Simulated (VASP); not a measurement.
# Fe (Im-3m) in VASP: a series of runs

Fe is run at these levels: PBEsol+D3(BJ), PBE; tasks: single point.

All numbers are computed with VASP 6.6.1; they aren't measurements. Logs are shortened: lines on timing, memory, paths and dates and some standing lists are left out, and cuts for length are marked.

## Step 1: The cell of the first run

The structure is cubic, space group Im-3m (No. 229). Conventional cell: a = 2.924 Å, b = 2.924 Å, c = 2.924 Å, α = 90.00°, β = 90.00°, γ = 90.00°. Within 3.3 Å of Fe (site symmetry m-3m) lie 14 Fe at 2.53 to 2.92 Å.

## Step 2: Single point, PBEsol+D3(BJ), collinear spin, ferromagnetic start

INCAR

```
PREC = Accurate
ENCUT = 690
EDIFF = 1E-6
ISMEAR = 1
SIGMA = 0.1
LREAL = F
LASPH = T
NELM = 200
ALGO = Normal
ISIF = 2
LWAVE = F
LCHARG = F
ISPIN = 2
MAGMOM = 3
LORBIT = 11
LMAXMIX = 4
GGA = PS
IVDW = 12
NBANDS = 18
GGA_COMPAT = F
```

KPOINTS

```
regular mesh
0
Gamma
  13 13 13
```

POSCAR

```
Fe
1.0
   -1.4619890197      1.4619890197      1.4619890197
    1.4619890197     -1.4619890197      1.4619890197
    1.4619890197      1.4619890197     -1.4619890197
Fe
1
Direct
    0.0000000000      0.0000000000      0.0000000000
```

Potentials or basis: VASP PAW PBE potentials, release 64 (Fe_sv).

Run with:

```sh
> cat potpaw_PBE.64/Fe_sv/POTCAR > POTCAR
> mpirun -np 1 vasp_std > vasp.out
```

OUTCAR:

```text
PREC = Accurate
   ENCUT = 690
   EDIFF = 1E-6
   ISMEAR = 1
   LREAL = F
   LASPH = T
   NELM = 200
   ISIF = 2
   ISPIN = 2
   LORBIT = 11
   GGA = PS
   IVDW = 12
 IVDW          = 12

 ion  position               nearest neighbor table
   1  0.000  0.000  0.000-

  LATTYP: Found a body centered cubic cell.
 ALAT       =     2.9239780394

  Lattice vectors:

 A1 = (  -1.4619890197,   1.4619890197,   1.4619890197)
 A2 = (   1.4619890197,  -1.4619890197,   1.4619890197)
 A3 = (   1.4619890197,   1.4619890197,  -1.4619890197)

Analysis of symmetry for initial positions (statically):
=====================================================================
 Subroutine PRICEL returns:
 Original cell was already a primitive cell.

 Routine SETGRP: Setting up the symmetry group for a
 body centered cubic supercell.

 Subroutine GETGRP returns: Found 48 space group operations
 (whereof 48 operations were pure point group operations)
 out of a pool of 48 trial point group operations.

The static configuration has the point symmetry O_h .

Analysis of symmetry for dynamics (positions and initial velocities):
=====================================================================
 Subroutine PRICEL returns:
 Original cell was already a primitive cell.

 Routine SETGRP: Setting up the symmetry group for a
 body centered cubic supercell.

 Subroutine GETGRP returns: Found 48 space group operations
 (whereof 48 operations were pure point group operations)
 out of a pool of 48 trial point group operations.

The dynamic configuration has the point symmetry O_h .

Analysis of structural, dynamic, and magnetic symmetry:
=====================================================================
 Subroutine PRICEL returns:
 Original cell was already a primitive cell.

 Routine SETGRP: Setting up the symmetry group for a
 body centered cubic supercell.

 Subroutine GETGRP returns: Found 48 space group operations
 (whereof 48 operations were pure point group operations)
 out of a pool of 48 trial point group operations.

The overall configuration has the point symmetry O_h .

 Subroutine INISYM returns: Found 48 space group operations
 (whereof 48 operations are pure point group operations),
 and found     1 'primitive' translations

----------------------------------------------------------------------------------------

                                     Primitive cell

  volume of cell :      12.4995

[... 98 lines left out ...]
   NUPDOWN=      -1.0000    fix difference up-down
   EMIN   =  10.00;   EMAX   =-10.00  energy-range for DOS
   EFERMI =   0.00;   METHOD = LEGACY
   ISMEAR =     1;   SIGMA  =   0.10  broadening in eV -4-tet -1-fermi 0-gaus
   EFERMI_NEDOS =   21; number of points for ismear=-14 and -15
   IALGO  =     38    algorithm
   IMIX   =      4    mixing-type and parameters
     AMIX     =   0.40;   BMIX     =  1.00
     AMIX_MAG =   1.60;   BMIX_MAG =  1.00
  volume/ion in A,a.u.               =      12.50        84.35
  Fermi-wavevector in a.u.,A,eV,Ry     =   1.777532  3.359048 42.989231  3.159619
  Thomas-Fermi vector in A             =   2.842907
   LORBIT       =     11    0 simple, 1 ext, 2 COOP (PROOUT), +10 PAW based schemes
   GGA     = PS    functional components
   LHFCALC =     F    Hartree Fock is set to
   AEXX    =    0.0000 exact exchange contribution
   IVDW    =    12    specifies the selected vdW correction
   LEPSILON=     F    determine dielectric tensor
   LRPA    =     F    only Hartree local field effects (RPA)
 spin polarized calculation
 Methfessel and Paxton  Order N= 1 SIGMA  =   0.10
  energy-cutoff  :      690.00
  volume of cell :       12.50
 maximum number of plane-waves:       533
 NGX is ok and might be reduce to    24
   NGX = 11   NGY = 11   NGZ = 11

 number of electron      15.9999998 magnetization       2.3823000

 Free energy of the ion-electron system (eV)
  ---------------------------------------------------
  ext. energy  EPLUGINS =         0.00000000
  ---------------------------------------------------
  free energy    TOTEN  =        -8.88937441 eV

  energy without entropy =       -8.88949135  energy(sigma->0) =       -8.88941339

 E-fermi :  10.4024     XC(G=0): -13.3165

 val. band max:       10.3954789755   @ k =  -0.4615  -0.4615   0.2308
 cond. band min:      10.4045188385   @ k =  -0.0769   0.0769   0.0769
 fundamental gap:      0.0090398630
 Fermi energy:        10.4023857191

 spin component 1

 k-point     1 :       0.0000    0.0000    0.0000
  band No.  band energies     occupation
      1     -77.2931      1.00000
      2     -43.2770      1.00000
      3     -43.2770      1.00000
      4     -43.2770      1.00000
      5       2.4375      1.00000
      6       8.2696      1.00000
[... 493 lines left out ...]
     17      43.0144      0.00000
     18      46.1802      0.00000

 [... further k-points ...]

 spin component 2

 k-point     1 :       0.0000    0.0000    0.0000
  band No.  band energies     occupation
      1     -74.4567      1.00000
      2     -40.4925      1.00000
      3     -40.4925      1.00000
      4     -40.4925      1.00000
      5       2.6654      1.00000
      6      10.4209      0.34628
[... 493 lines left out ...]
     17      43.3981      0.00000
     18      46.7338      0.00000

 [... further k-points ...]

------------------------ aborting loop because EDIFF is reached ----------------------------------------

 Edisp (eV)   -0.30150

 E8    (eV) :    -0.2021

  FORCE on cell =-STRESS in cart. coord.  units (eV):
  Direction    XX          YY          ZZ          XY          YZ          ZX
  --------------------------------------------------------------------------------------
  -------------------------------------------------------------------------------------
  Total      -2.06465    -2.06465    -2.06465     0.00000    -0.00000     0.00000
  in kB    -264.64524  -264.64524  -264.64524     0.00000    -0.00000     0.00000
  external pressure =     -264.65 kB  Pullay stress =        0.00 kB

 VOLUME and BASIS-vectors are now :
 -----------------------------------------------------------------------------
  energy-cutoff  :      690.00
  volume of cell :       12.50
      direct lattice vectors                 reciprocal lattice vectors
    -1.461989020  1.461989020  1.461989020     0.000000000  0.341999833  0.341999833
     1.461989020 -1.461989020  1.461989020     0.341999833  0.000000000  0.341999833
     1.461989020  1.461989020 -1.461989020     0.341999833  0.341999833  0.000000000

 POSITION                                       TOTAL-FORCE (eV/Angst)
 -----------------------------------------------------------------------------------
      0.00000      0.00000      0.00000        -0.000000      0.000000     -0.000000
 -----------------------------------------------------------------------------------
    total drift:                               -0.000000      0.000000      0.000000

  FREE ENERGIE OF THE ION-ELECTRON SYSTEM (eV)
  ---------------------------------------------------
  free  energy   TOTEN  =        -9.1908703342 eV

  energy  without entropy=       -9.1909872753  energy(sigma->0) =       -9.19090931

 total charge

# of ion       s       p       d       tot
------------------------------------------
    1        2.173   6.021   5.499  13.693

 magnetization (x)

# of ion       s       p       d       tot
------------------------------------------
    1       -0.002  -0.008   2.393   2.384
```

stdout:

```text
POSCAR found type information on POSCAR Fe
 POSCAR found :  1 types and       1 ions
 scaLAPACK will be used
 -----------------------------------------------------------------------------
|                                                                             |
|                                                                             |
|     You enforced a specific xc type in the INCAR file but a different       |
|     I HOPE YOU KNOW WHAT YOU ARE DOING!                                     |
|                                                                             |
 -----------------------------------------------------------------------------

 LDA part: xc-table for (Slater+PW92), standard interpolation
 POSCAR, INCAR and KPOINTS ok, starting setup
 FFT: planning ... GRIDC
 FFT: planning ... GRID_SOFT
 FFT: planning ... GRID
 WAVECAR not read
 entering main loop
```

It took 27 s on 1 thread of Intel Xeon Platinum 8488C (Sapphire Rapids), shared host; peak memory 0.18 GiB.

What came out:

```yaml
Free_energy: -9.1909 eV
Pressure: -26.5 GPa
Net_moment: 2.38 μB per cell
Site_moments: Fe +2.38 μB
Valence_electrons_inside_the_program's_atomic_spheres: Fe 13.69
Dispersion_energy_per_atom: -0.301 eV
```

Caveat: the cell stands under tension; the PAW data sets were made with another functional, which shifts forces and pressure a little.

## Step 3: Single point, PBE, collinear spin, ferromagnetic start

This run uses another cell than the first one, of 12.02 Å³/atom.

INCAR

```
  PREC = Accurate
  ENCUT = 690
  EDIFF = 1E-6
  ISMEAR = 0
  SIGMA = 0.016
  LREAL = F
  LASPH = T
  NELM = 200
  ALGO = Normal
  ISIF = 2
  LWAVE = F
  LCHARG = T
  ISPIN = 2
  MAGMOM = 3
  LORBIT = 11
  LMAXMIX = 4
  GGA = PE
  LELF = T
  LVHAR = T
  NBANDS = 18
  GGA_COMPAT = F
```

KPOINTS

```
Automatic mesh
0
Gamma
  13 13 13
```

POSCAR

```
Fe
1.0
   -1.4430000000      1.4430000000      1.4430000000
    1.4430000000     -1.4430000000      1.4430000000
    1.4430000000      1.4430000000     -1.4430000000
Fe
1
Direct
    0.0000000000      0.0000000000      0.0000000000
```

Potentials or basis: VASP PAW PBE potentials, release 64 (Fe_sv).

Run with:

```sh
> cat potpaw_PBE.64/Fe_sv/POTCAR > POTCAR
> mpirun -np 1 vasp_std > vasp.out
```

It took 17 s on 1 thread of Intel Xeon 6975P-C (Granite Rapids), shared host; peak memory 0.17 GiB.

Results (log left out):

```
Free energy                                           : -8.3306 eV
Pressure                                              : -11.0 GPa
Net moment                                            : 2.25 μB per cell
Site moments                                          : Fe +2.27 μB
Valence electrons inside the program's atomic spheres : Fe 13.71
```

Levels at points of the mesh, in eV from the Fermi level:
Spin up:
```csv
k point,band 7,band 8,band 9,band 10,band 11,band 12
"(0.00, 0.00, 0.00)",-2.17,-2.17,-1.06,-1.06,24.00,24.00
```
Spin down:
| k point | band 4 | band 5 | band 6 | band 7 | band 8 | band 9 | band 10 | band 11 |
| --- | --- | --- | --- | --- | --- | --- | --- | --- |
| (0.00, 0.00, 0.00) | -51.17 | -8.00 | -0.19 | -0.19 | -0.19 | 1.77 | 1.77 | 23.72 |

Caveat: the cell stands under tension.
